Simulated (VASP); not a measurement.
# LaGa2Os2 (Imma) in VASP: further runs

The runs below take LaGa2Os2 through single point, with PBE, PBE+D3(BJ), LDA.

All numbers are computed with VASP 6.6.1; they aren't measurements. Logs are shortened: lines on timing, memory, paths and dates and some standing lists are left out, and cuts for length are marked.

### 1 The cell of the first run

It takes space group Imma (No. 74, orthorhombic). Conventional cell: a = 4.219 Å, b = 4.311 Å, c = 21.412 Å, α = 90.00°, β = 90.00°, γ = 90.00°. Ga (site symmetry mm2) has 1 Ga at 2.36 Å and 5 Os at 2.57 to 3.09 Å within 3.1 Å. Ga (site symmetry mm2) has 3 Ga at 2.36 to 2.56 Å and 6 La at 3.21 to 3.34 Å within 3.4 Å. Os (site symmetry mm2) has 2 Ga at 2.57 Å and 8 Os at 2.65 to 3.02 Å and 2 La at 3.49 Å within 3.5 Å. Os (site symmetry mm2) has 3 Ga at 2.60 to 3.09 Å and 8 Os at 2.65 to 3.02 Å and 2 La at 3.44 Å within 3.5 Å. Within 4.4 Å of La (site symmetry mm2) lie 10 Ga at 3.21 to 3.34 Å and 5 Os at 3.44 to 4.33 Å and 6 La at 4.21 to 4.31 Å.

### 2 Single point, PBE

The input, INCAR:

```
SYSTEM = LaGa2Os2
PREC = Accurate ; ENCUT = 520
EDIFF = 1E-6 ; ISMEAR = 1
SIGMA = 0.0526 ; LREAL = .FALSE.
LASPH = .TRUE. ; NELM = 80
ALGO = Normal ; ISIF = 2
LWAVE = .FALSE. ; LCHARG = .TRUE.
GGA = PE ; LELF = .TRUE.
LVHAR = .TRUE. ; NBANDS = 64
```

The input, KPOINTS:

```
Automatic mesh
0
G
  4 4 4
  0 0 0
```

The input, POSCAR:

```
LaGa2Os2
1.0
    0.0000000000      4.2187830000      0.0000000000
    4.3110310000      0.0000000000      0.0000000000
    2.1555150000      2.1093920000    -10.7058290000
Ga Os La
4 4 2
Direct
    0.6060000000      0.3560000000      0.2880000000
    0.3940000000      0.6440000000      0.7120000000
    0.7160000000      0.4660000000      0.0680000000
    0.2840000000      0.5340000000      0.9320000000
    0.9629000000      0.7129000000      0.5742000000
    0.0371000000      0.2871000000      0.4258000000
    0.4619000000      0.2119000000      0.5762000000
    0.5381000000      0.7881000000      0.4238000000
    0.1650000000      0.9150000000      0.1700000000
    0.8350000000      0.0850000000      0.8300000000
```

Potentials or basis: VASP PAW PBE potentials, release 64 (Ga_d, Os, La).

Started as:

```sh
$ cat potpaw_PBE.64/Ga_d/POTCAR potpaw_PBE.64/Os/POTCAR potpaw_PBE.64/La/POTCAR > POTCAR
$ mpirun -np 1 vasp_std > vasp.out
```

OUTCAR:

```text
SYSTEM = LaGa2Os2
   PREC = Accurate
   ENCUT = 520
   EDIFF = 1E-6
   ISMEAR = 1
   LREAL = .FALSE.
   LASPH = .TRUE.
   NELM = 80
   ISIF = 2
   GGA = PE

 ion  position               nearest neighbor table
   1  0.606  0.356  0.288-   3 2.36   6 2.57   6 2.57   8 2.60   8 2.60   7 3.09   9 3.27   9 3.27
                             9 3.27   9 3.27
   2  0.394  0.644  0.712-   4 2.36   5 2.57   5 2.57   7 2.60   7 2.60   8 3.09  10 3.27  10 3.27
                            10 3.27  10 3.27
   3  0.716  0.466  0.068-   1 2.36   4 2.56   4 2.56   9 3.21   9 3.21   9 3.21   9 3.21
   4  0.284  0.534  0.932-   2 2.36   3 2.56   3 2.56  10 3.21  10 3.21  10 3.21  10 3.21
   5  0.963  0.713  0.574-   2 2.57   2 2.57   8 2.65   8 2.65   6 2.68   6 2.68   7 3.02   7 3.02
                             7 3.02   7 3.02  10 3.49  10 3.49
   6  0.037  0.287  0.426-   1 2.57   1 2.57   7 2.65   7 2.65   5 2.68   5 2.68   8 3.02   8 3.02
                             8 3.02   8 3.02   9 3.49   9 3.49
   7  0.462  0.212  0.576-   2 2.60   2 2.60   6 2.65   6 2.65   8 2.70   8 2.70   5 3.02   5 3.02
                             5 3.02   5 3.02   1 3.09  10 3.44  10 3.44
   8  0.538  0.788  0.424-   1 2.60   1 2.60   5 2.65   5 2.65   7 2.70   7 2.70   6 3.02   6 3.02
                             6 3.02   6 3.02   2 3.09   9 3.44   9 3.44
   9  0.165  0.915  0.170-   3 3.21   3 3.21   3 3.21   3 3.21   1 3.27   1 3.27   1 3.27   1 3.27
                             8 3.44   8 3.44   6 3.49   6 3.49
  10  0.835  0.085  0.830-   4 3.21   4 3.21   4 3.21   4 3.21   2 3.27   2 3.27   2 3.27   2 3.27
                             7 3.44   7 3.44   5 3.49   5 3.49

  LATTYP: Found a body centered orthorhombic cell.
 ALAT       =     4.2187830000
 B/A-ratio  =     1.0218660216
 C/A-ratio  =     5.0753162701

  Lattice vectors:

 A1 = (   2.1555160000,   2.1093910000,  10.7058290000)
 A2 = (  -2.1555150000,  -2.1093920000,  10.7058290000)
 A3 = (   2.1555150000,  -2.1093910000, -10.7058290000)

Analysis of symmetry for initial positions (statically):
=====================================================================
 Subroutine PRICEL returns:
 Original cell was already a primitive cell.

 Routine SETGRP: Setting up the symmetry group for a
 body centered orthorhombic supercell.

 Subroutine GETGRP returns: Found  8 space group operations
 (whereof  4 operations were pure point group operations)
 out of a pool of  8 trial point group operations.

The static configuration has the point symmetry C_2h.
 The point group associated with its full space group is D_2h.

Analysis of symmetry for dynamics (positions and initial velocities):
=====================================================================
 Subroutine PRICEL returns:
 Original cell was already a primitive cell.

[... 132 lines left out ...]
   ISMEAR =     1;   SIGMA  =   0.05  broadening in eV -4-tet -1-fermi 0-gaus
   EFERMI_NEDOS =   21; number of points for ismear=-14 and -15
   IALGO  =     38    algorithm
   IMIX   =      4    mixing-type and parameters
     AMIX     =   0.40;   BMIX     =  1.00
     AMIX_MAG =   1.60;   BMIX_MAG =  1.00
  volume/ion in A,a.u.               =      19.47       131.40
  Fermi-wavevector in a.u.,A,eV,Ry     =   1.336741  2.526074 24.311928  1.786876
  Thomas-Fermi vector in A             =   2.465344
   LORBIT       =      0    0 simple, 1 ext, 2 COOP (PROOUT), +10 PAW based schemes
   GGA     = PE    functional components
   LHFCALC =     F    Hartree Fock is set to
   AEXX    =    0.0000 exact exchange contribution
   IVDW    =     0    specifies the selected vdW correction
   LEPSILON=     F    determine dielectric tensor
   LRPA    =     F    only Hartree local field effects (RPA)
 non-spin polarized calculation
 Methfessel and Paxton  Order N= 1 SIGMA  =   0.05
  energy-cutoff  :      520.00
  volume of cell :      194.71
 maximum number of plane-waves:      5264
   NGX = 15   NGY = 17   NGZ = 41

 number of electron     105.9999978 magnetization

 Free energy of the ion-electron system (eV)
  ---------------------------------------------------
  ext. energy  EPLUGINS =         0.00000000
  ---------------------------------------------------
  free energy    TOTEN  =       -69.29871030 eV

  energy without entropy =      -69.29918148  energy(sigma->0) =      -69.29886736

 E-fermi :   7.3440     XC(G=0): -11.6472

 val. band max:        7.3147403418   @ k =   0.0000   0.0000   0.5000
 cond. band min:       7.3508216539   @ k =   0.2500   0.0000   0.0000
 fundamental gap:      0.0360813121
 Fermi energy:         7.3439900275

 k-point     1 :       0.0000    0.0000    0.0000
  band No.  band energies     occupation
      1     -24.7753      2.00000
      2     -24.7570      2.00000
      3      -8.6737      2.00000
      4      -8.5222      2.00000
      5      -8.5153      2.00000
      6      -8.4667      2.00000
[... 1195 lines left out ...]
     63       9.8356      0.00000
     64       9.8455      0.00000

------------------------ aborting loop because EDIFF is reached ----------------------------------------

  FORCE on cell =-STRESS in cart. coord.  units (eV):
  Direction    XX          YY          ZZ          XY          YZ          ZX
  --------------------------------------------------------------------------------------
  -------------------------------------------------------------------------------------
  Total      -10.4468460     -7.6078202      6.1079708     -0.0000000     -0.0000003      0.0000003
  in kB      -85.9621245    -62.6011324     50.2595847     -0.0000000     -0.0000023      0.0000023
  external PRESSURE =     -32.7678907 kB  Pullay stress =       0.0000000 kB

 VOLUME and BASIS-vectors are now :
 -----------------------------------------------------------------------------
  energy-cutoff  :      520.00
  volume of cell :      194.71
      direct lattice vectors                 reciprocal lattice vectors
     0.000000000  4.218783000  0.000000000     0.000000000  0.237035183  0.046703541
     4.311031000  0.000000000  0.000000000     0.231963073  0.000000000  0.046703519
     2.155515000  2.109392000-10.705829000     0.000000000  0.000000000 -0.093407059

 POSITION                                       TOTAL-FORCE (eV/Angst)
 -----------------------------------------------------------------------------------
      2.15552      3.16409     -3.08328        -0.000000      0.000000     -0.226398
      4.31103      3.16409     -7.62255         0.000000     -0.000000      0.226398
      2.15552      3.16409     -0.72800         0.000000     -0.000000      1.943044
      4.31103      3.16409     -9.97783        -0.000000      0.000000     -1.943044
      4.31103      5.27348     -6.14729         0.000000     -0.000000      1.591109
      2.15552      1.05470     -4.55854        -0.000000      0.000000     -1.591109
      2.15552      3.16409     -6.16870         0.000000     -0.000000      1.134121
      4.31103      3.16409     -4.53713        -0.000000      0.000000     -1.134121
      4.31103      1.05470     -1.81999        -0.000000      0.000000     -0.875108
      2.15552      5.27348     -8.88584         0.000000     -0.000000      0.875108
 -----------------------------------------------------------------------------------
    total drift:                                0.000000     -0.000000      0.000000

  FREE ENERGIE OF THE ION-ELECTRON SYSTEM (eV)
  ---------------------------------------------------
  free  energy   TOTEN  =       -69.2987103028 eV

  energy  without entropy=      -69.2991814788  energy(sigma->0) =      -69.29886736
```

OSZICAR:

```text
N       E                     dE             d eps       ncg     rms          rms(c)
DAV:   1     0.111419211410E+04    0.11142E+04   -0.43332E+04  2408   0.277E+03
DAV:   2     0.244802571830E+03   -0.86939E+03   -0.81724E+03  2440   0.694E+02
DAV:   3    -0.994697487827E+01   -0.25475E+03   -0.24020E+03  2480   0.267E+02
DAV:   4    -0.639902636743E+02   -0.54043E+02   -0.50186E+02  3560   0.980E+01
DAV:   5    -0.748754418993E+02   -0.10885E+02   -0.10280E+02  4224   0.392E+01    0.273E+01
DAV:   6    -0.752231294609E+02   -0.34769E+00   -0.17426E+02  3848   0.614E+01    0.170E+01
DAV:   7    -0.691478357619E+02    0.60753E+01   -0.75494E+01  3800   0.422E+01    0.621E+00
DAV:   8    -0.694139525006E+02   -0.26612E+00   -0.92756E+00  3880   0.172E+01    0.366E+00
DAV:   9    -0.693948471508E+02    0.19105E-01   -0.22263E+00  3712   0.827E+00    0.253E+00
DAV:  10    -0.692954425786E+02    0.99405E-01   -0.60041E-01  4448   0.445E+00    0.647E-01
DAV:  11    -0.692987544234E+02   -0.33118E-02   -0.80208E-02  3824   0.201E+00    0.365E-01
DAV:  12    -0.692989534356E+02   -0.19901E-03   -0.13760E-02  4152   0.686E-01    0.257E-01
DAV:  13    -0.692986673837E+02    0.28605E-03   -0.32646E-03  3688   0.445E-01    0.452E-02
DAV:  14    -0.692986946499E+02   -0.27266E-04   -0.53646E-04  3968   0.413E-01    0.261E-02
DAV:  15    -0.692987124085E+02   -0.17759E-04   -0.20734E-04  4368   0.723E-02    0.107E-02
DAV:  16    -0.692987097096E+02    0.26988E-05   -0.20711E-05  4136   0.388E-02    0.324E-03
DAV:  17    -0.692987103028E+02   -0.59315E-06   -0.54712E-06  2584   0.248E-02
   1 F= -.69298710E+02 E0= -.69298867E+02  d E =0.471176E-03
```

It took 5.9 min on 1 thread of Intel Xeon Platinum 8488C (Sapphire Rapids), shared host; peak memory 0.39 GiB.

Results:

| Quantity | Value |
| --- | --- |
| Free energy | -69.2987 eV |
| Pressure | -3.3 GPa |
| Largest force | 1.943 eV/Å |
| Band gap on the k mesh | zero (bands 53 and 54 overlap by 0.81 eV) |

Forces on the atoms (eV/Å):
```
Ga   0.000  0.000 -0.226
Ga   0.000  0.000  0.226
Ga   0.000  0.000  1.943
Ga   0.000  0.000 -1.943
Os   0.000  0.000  1.591
Os   0.000  0.000 -1.591
Os   0.000  0.000  1.134
Os   0.000  0.000 -1.134
La   0.000  0.000 -0.875
La   0.000  0.000  0.875
```

Stress tensor (GPa, compression positive):
```
-8.60  0.00  0.00
 0.00 -6.26  0.00
 0.00  0.00  5.03
```

Levels at points of the mesh, in eV from the Fermi level:
| k point | band 51 | band 52 | band 53 | band 54 | band 55 | band 56 |
| --- | --- | --- | --- | --- | --- | --- |
| (0.00, 0.00, 0.00) | -0.08 | 0.01 | 0.53 | 0.85 | 0.89 | 1.00 |
| (0.50, 0.00, 0.00) | -0.45 | -0.41 | -0.20 | -0.16 | 0.39 | 0.84 |
| (0.00, 0.50, 0.00) | -0.55 | -0.45 | -0.13 | 0.18 | 0.51 | 0.86 |
| (0.50, 0.50, 0.00) | -0.60 | -0.60 | -0.12 | -0.12 | 1.04 | 1.04 |
| (0.00, 0.00, 0.50) | -0.03 | 0.17 | 0.26 | 0.73 | 0.92 | 0.98 |

Caveat: the k points lie up to 0.38 Å⁻¹ apart, too coarse for converged energies and pressures of a metal; spin-orbit coupling is left out, which moves the levels of the heavy elements; forces of over 1 eV/Å act on the atoms, so gaps and moduli don't describe the material at rest.

### 3 Single point, PBE+D3(BJ)

The input, INCAR:

```
SYSTEM = LaGa2Os2
PREC     = Accurate       ! precision mode
ENCUT    = 520            ! plane-wave cutoff, eV
EDIFF    = 1E-6           ! SCF threshold, eV
ISMEAR   = 1              ! smearing method
SIGMA    = 0.0526         ! smearing width, eV
LREAL    = .False.        ! projectors in reciprocal space
LASPH    = .True.         ! aspherical terms in the spheres
NELM     = 80             ! most SCF steps
ALGO     = Normal         ! electronic algorithm
ISIF     = 2              ! what is computed and relaxed
LWAVE    = .False.        ! write WAVECAR
LCHARG   = .False.        ! write CHGCAR
GGA      = PE             ! functional
IVDW     = 12             ! dispersion correction
NBANDS   = 64             ! bands
```

The input, KPOINTS:

```
regular mesh
0
Gamma
  4 4 4
  0 0 0
```

POSCAR is that of step 2.

Potentials or basis: VASP PAW PBE potentials, release 64 (Ga_d, Os, La).

Started as:

```sh
$ cat potpaw_PBE.64/Ga_d/POTCAR potpaw_PBE.64/Os/POTCAR potpaw_PBE.64/La/POTCAR > POTCAR
$ mpirun -np 1 vasp_std > vasp.out
```

OUTCAR:

```text
SYSTEM = LaGa2Os2
   PREC = Accurate
   ENCUT = 520
   EDIFF = 1E-6
   ISMEAR = 1
   LREAL = .False.
   LASPH = .True.
   NELM = 80
   ISIF = 2
   GGA = PE
   IVDW = 12
 IVDW          = 12

 ion  position               nearest neighbor table
   1  0.606  0.356  0.288-   3 2.36   6 2.57   6 2.57   8 2.60   8 2.60   7 3.09   9 3.27   9 3.27
                             9 3.27   9 3.27
   2  0.394  0.644  0.712-   4 2.36   5 2.57   5 2.57   7 2.60   7 2.60   8 3.09  10 3.27  10 3.27
                            10 3.27  10 3.27
   3  0.716  0.466  0.068-   1 2.36   4 2.56   4 2.56   9 3.21   9 3.21   9 3.21   9 3.21
   4  0.284  0.534  0.932-   2 2.36   3 2.56   3 2.56  10 3.21  10 3.21  10 3.21  10 3.21
   5  0.963  0.713  0.574-   2 2.57   2 2.57   8 2.65   8 2.65   6 2.68   6 2.68   7 3.02   7 3.02
                             7 3.02   7 3.02  10 3.49  10 3.49
   6  0.037  0.287  0.426-   1 2.57   1 2.57   7 2.65   7 2.65   5 2.68   5 2.68   8 3.02   8 3.02
                             8 3.02   8 3.02   9 3.49   9 3.49
   7  0.462  0.212  0.576-   2 2.60   2 2.60   6 2.65   6 2.65   8 2.70   8 2.70   5 3.02   5 3.02
                             5 3.02   5 3.02   1 3.09  10 3.44  10 3.44
   8  0.538  0.788  0.424-   1 2.60   1 2.60   5 2.65   5 2.65   7 2.70   7 2.70   6 3.02   6 3.02
                             6 3.02   6 3.02   2 3.09   9 3.44   9 3.44
   9  0.165  0.915  0.170-   3 3.21   3 3.21   3 3.21   3 3.21   1 3.27   1 3.27   1 3.27   1 3.27
                             8 3.44   8 3.44   6 3.49   6 3.49
[... 1413 lines left out ...]

 Edisp (eV)   -4.49053

 E8    (eV) :    -2.2610

  FORCE on cell =-STRESS in cart. coord.  units (eV):
  Direction    XX          YY          ZZ          XY          YZ          ZX
  --------------------------------------------------------------------------------------
  -------------------------------------------------------------------------------------
  Total     -15.09942   -12.26519     1.59890    -0.00000    -0.00000     0.00000
  in kB    -124.24591  -100.92439    13.15661    -0.00000    -0.00000     0.00000
  external pressure =      -70.67 kB  Pullay stress =        0.00 kB

 VOLUME and BASIS-vectors are now :
 -----------------------------------------------------------------------------
  energy-cutoff  :      520.00
  volume of cell :      194.71
      direct lattice vectors                 reciprocal lattice vectors
     0.000000000  4.218783000  0.000000000     0.000000000  0.237035183  0.046703541
     4.311031000  0.000000000  0.000000000     0.231963073  0.000000000  0.046703519
     2.155515000  2.109392000-10.705829000     0.000000000  0.000000000 -0.093407059

 POSITION                                       TOTAL-FORCE (eV/Angst)
 -----------------------------------------------------------------------------------
      2.15552      3.16409     -3.08328        -0.000000      0.000000     -0.254293
      4.31103      3.16409     -7.62255         0.000000     -0.000000      0.254293
      2.15552      3.16409     -0.72800         0.000000     -0.000000      1.929530
      4.31103      3.16409     -9.97783        -0.000000      0.000000     -1.929530
      4.31103      5.27348     -6.14729         0.000000     -0.000000      1.606015
      2.15552      1.05470     -4.55854        -0.000000      0.000000     -1.606015
      2.15552      3.16409     -6.16870         0.000000     -0.000000      1.149581
      4.31103      3.16409     -4.53713        -0.000000      0.000000     -1.149581
      4.31103      1.05470     -1.81999        -0.000000      0.000000     -0.909890
      2.15552      5.27348     -8.88584         0.000000     -0.000000      0.909890
 -----------------------------------------------------------------------------------
    total drift:                                0.000000     -0.000000      0.000000

  FREE ENERGIE OF THE ION-ELECTRON SYSTEM (eV)
  ---------------------------------------------------
  free  energy   TOTEN  =       -73.7892431309 eV

  energy  without entropy=      -73.7897143069  energy(sigma->0) =      -73.78940019
```

OSZICAR:

```text
N       E                     dE             d eps       ncg     rms          rms(c)
DAV:   1     0.111419211410E+04    0.11142E+04   -0.43332E+04  2408   0.277E+03
DAV:   2     0.244802571830E+03   -0.86939E+03   -0.81724E+03  2440   0.694E+02
DAV:   3    -0.994697487827E+01   -0.25475E+03   -0.24020E+03  2480   0.267E+02
DAV:   4    -0.639902636743E+02   -0.54043E+02   -0.50186E+02  3560   0.980E+01
DAV:   5    -0.748754418993E+02   -0.10885E+02   -0.10280E+02  4224   0.392E+01    0.273E+01
DAV:   6    -0.752231294609E+02   -0.34769E+00   -0.17426E+02  3848   0.614E+01    0.170E+01
DAV:   7    -0.691478357619E+02    0.60753E+01   -0.75494E+01  3800   0.422E+01    0.621E+00
DAV:   8    -0.694139525006E+02   -0.26612E+00   -0.92756E+00  3880   0.172E+01    0.366E+00
DAV:   9    -0.693948471508E+02    0.19105E-01   -0.22263E+00  3712   0.827E+00    0.253E+00
DAV:  10    -0.692954425786E+02    0.99405E-01   -0.60041E-01  4448   0.445E+00    0.647E-01
DAV:  11    -0.692987544234E+02   -0.33118E-02   -0.80208E-02  3824   0.201E+00    0.365E-01
DAV:  12    -0.692989534356E+02   -0.19901E-03   -0.13760E-02  4152   0.686E-01    0.257E-01
DAV:  13    -0.692986673837E+02    0.28605E-03   -0.32646E-03  3688   0.445E-01    0.452E-02
DAV:  14    -0.692986946499E+02   -0.27266E-04   -0.53646E-04  3968   0.413E-01    0.261E-02
DAV:  15    -0.692987124085E+02   -0.17759E-04   -0.20734E-04  4368   0.723E-02    0.107E-02
DAV:  16    -0.692987097096E+02    0.26988E-05   -0.20711E-05  4136   0.388E-02    0.324E-03
DAV:  17    -0.692987103028E+02   -0.59315E-06   -0.54712E-06  2584   0.248E-02
   1 F= -.73789243E+02 E0= -.73789400E+02  d E =0.471176E-03
```

stdout:

```text
POSCAR found type information on POSCAR GaOsLa
 POSCAR found :  3 types and      10 ions
 scaLAPACK will be used
 LDA part: xc-table for (Slater+PW92), standard interpolation
 POSCAR, INCAR and KPOINTS ok, starting setup
 FFT: planning ... GRIDC
 FFT: planning ... GRID_SOFT
 FFT: planning ... GRID
 WAVECAR not read
 entering main loop
```

Run time: 5.8 min. Hardware: 1 thread of Intel Xeon Platinum 8488C (Sapphire Rapids), shared host; peak memory 0.4 GiB.

What came out:

| Property | Result |
| --- | --- |
| Free energy | -73.7892 eV |
| Pressure | -7.1 GPa |
| Largest force | 1.930 eV/Å |
| Band gap on the k mesh | zero (bands 53 and 54 overlap by 0.81 eV) |
| Dispersion energy per atom | -0.449 eV |

Forces on the atoms (eV/Å):
```
Ga   0.000  0.000 -0.254
Ga   0.000  0.000  0.254
Ga   0.000  0.000  1.930
Ga   0.000  0.000 -1.930
Os   0.000  0.000  1.606
Os   0.000  0.000 -1.606
Os   0.000  0.000  1.150
Os   0.000  0.000 -1.150
La   0.000  0.000 -0.910
La   0.000  0.000  0.910
```

Stress tensor (GPa, compression positive):
```
-12.42   0.00   0.00
  0.00 -10.09   0.00
  0.00   0.00   1.32
```

Caveat: the k points lie up to 0.38 Å⁻¹ apart, too coarse for converged energies and pressures of a metal; three body term missing; spin-orbit coupling is left out, which moves the levels of the heavy elements; forces of over 1 eV/Å act on the atoms, so gaps and moduli don't describe the material at rest.

(Part 1 of 2 ends here.)

The gap in the log of VASP goes by the Fermi energy; the results here count the filled bands.